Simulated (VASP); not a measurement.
Write the native input for VASP 6.6.1 that does the following.

* Task: single point
* Functional: LDA
* Potentials or basis: VASP PAW LDA potentials, release 64 (B, P)
* Cutoff: 520 eV
* k mesh: 15 × 15 × 15
* Occupations: fermi-dirac, width 0.05 eV
* Spin: no spin polarisation
* Dipole correction: no
* Further INCAR settings: ALGO = Normal; EDIFF = 1e-06; NBANDS = 11

The structure of BP lies in POSCAR:

```
BP
1.0
    0.0000000000      2.2226808807      2.2226808807
    2.2226808807      0.0000000000      2.2226808807
    2.2226808807      2.2226808807      0.0000000000
B P
1 1
Direct
    0.0000000000      0.0000000000      0.0000000000
    0.7500000000      0.7500000000      0.7500000000
```

This cell differs from its parent crystal: volume scaled by 0.94.

One way to write it, as run:

INCAR

```
ALGO     = Normal         # electronic algorithm
EDIFF    = 1E-6           # SCF threshold, eV
ENCUT    = 520            # plane-wave cutoff, eV
ISIF     = 2              # what is computed and relaxed
ISMEAR   = -1             # smearing method
LASPH    = True           # aspherical terms in the spheres
LCHARG   = False          # write CHGCAR
LREAL    = False          # projectors in reciprocal space
LWAVE    = False          # write WAVECAR
NBANDS   = 11             # bands
NELM     = 100            # most SCF steps
PREC     = Accurate       # precision mode
SIGMA    = 0.05           # smearing width, eV
```

KPOINTS

```
k-points
0
Gamma
  15 15 15
```

Potentials or basis: VASP PAW LDA potentials, release 64 (B, P).

Command:

```sh
$ cat potpaw_LDA.64/B/POTCAR potpaw_LDA.64/P/POTCAR > POTCAR
$ mpirun -np 1 vasp_std > vasp.out
```

It gave:

```yaml
Pressure: 5.5 GPa
Band_gap_on_the_k_mesh: 1.12 eV, indirect (least direct gap 3.48 eV)
```

It took 36 s on 1 thread of AMD EPYC 7R43 64-Core Processor (Zen 3), on a shared host, peak memory 0.1 GiB.
